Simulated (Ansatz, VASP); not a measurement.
# Ti3Al: VASP beside Ansatz

Contents of INCAR:

```
SYSTEM = Ti3Al
PREC = Accurate
ENCUT = 600
EDIFF = 1E-6
ISMEAR = 0
SIGMA = 0.1
LREAL = .FALSE.
LASPH = .TRUE.
NELM = 80
ALGO = Fast
ISIF = 3
LWAVE = .FALSE.
LCHARG = .FALSE.
GGA = PE
IBRION = 2
NSW = 100
EDIFFG = -0.01
```

The input KPOINTS:

```
regular mesh
0
G
  12 12 12
  0 0 0
```

File POSCAR:

```
Ti3Al
1.0
    4.0528045027      0.0000000000      0.0000000000
    0.0000000000      4.0528045027      0.0000000000
    0.0000000000      0.0000000000      4.0528045027
Ti Al
3 1
Direct
    0.0000000000      0.5000000000      0.5000000000
    0.5000000000      0.0000000000      0.5000000000
    0.5000000000      0.5000000000      0.0000000000
    0.0000000000      0.0000000000      0.0000000000
```

Input for Ansatz:

```yaml
crystal:
  lattice:
    - [4.0528045027, 0.0, 0.0]
    - [0.0, 4.0528045027, 0.0]
    - [0.0, 0.0, 4.0528045027]
  atoms:
    - { symbol: Ti, position: [0.0, 0.5, 0.5] }
    - { symbol: Ti, position: [0.5, 0.0, 0.5] }
    - { symbol: Ti, position: [0.5, 0.5, 0.0] }
    - { symbol: Al, position: [0.0, 0.0, 0.0] }
basis:
  ecutwfc: 420
kpoints:
  mp_grid: { grid: [12, 12, 12] }
hamiltonian:
  xc: pbe
scf:
  occupations: { method: gaussian, width: 0.1 }
output:
  forces: true
  stress: true
  eigenvalues: true
relax:
  adjacent_minimum: "off"
  f_tol: 0.01
  max_steps: 80
  cell: { stress_tol: 0.05 }
```

Alike in both runs: task relaxation of cell and atoms; functional PBE; k mesh 12 × 12 × 12; occupations gaussian, width 0.1 eV; no spin polarisation.

|  | VASP | Ansatz |
| --- | --- | --- |
| version | VASP 6.6.1 | Ansatz 0.2.0 |
| potentials or method | VASP PAW PBE potentials, release 64 (Ti_sv, Al), cutoff 600 eV | scalar-relativistic, plane waves, PAW |
| valence electrons in the cell | 39 | 39 |

|  | VASP | Ansatz | Ansatz less VASP |
| --- | --- | --- | --- |
| gap on the k mesh at the Fermi level, each at its own relaxed structure (eV) | none | none | - |
| relaxed volume (Å³/atom) | 16.60 | 16.62 | +0.022 |
| relaxed length of the cell vector where the two differ most in proportion (Å) | 4.049 | 4.051 | +0.0018 |

A gap of «none» marks a metal or a gap that the smearing closes.
